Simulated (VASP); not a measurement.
Input of a VASP 6.6.1 run:

Contents of INCAR:

```
SYSTEM = CaSe
PREC = Accurate
ENCUT = 520
EDIFF = 1E-7
ISMEAR = 0
SIGMA = 0.05
LREAL = .FALSE.
LASPH = .TRUE.
NELM = 100
ALGO = Normal
ISIF = 2
LWAVE = .FALSE.
LCHARG = .FALSE.
GGA = PE
NBANDS = 15
```

KPOINTS

```
regular mesh
0
G
  6 6 6
  0 0 0
```

The input POSCAR:

```
CaSe
1.0
    0.0000000000      3.0360000000      3.0360000000
    3.0360000000      0.0000000000      3.0360000000
    3.0360000000      3.0360000000      0.0000000000
Ca Se
1 1
Direct
    0.0000000000      0.0000000000      0.0000000000
    0.7500000000      0.7500000000      0.7500000000
```

Potentials or basis: VASP PAW PBE potentials, release 64 (Ca_sv, Se).

The run is started by

```console
$ cat potpaw_PBE.64/Ca_sv/POTCAR potpaw_PBE.64/Se/POTCAR > POTCAR
$ mpirun -np 1 vasp_std > vasp.out
```

**Question.** What does it give for the pressure?

**Answer.** 13.2 GPa.

**Question.** Estimate the band gap on the k mesh.

**Answer.** 3.44 eV.

Caveat: the cell differs from its parent crystal (strain -0.080 along x and y, -0.080 along z); the cell stands under pressure. A k mesh can miss the band edges.
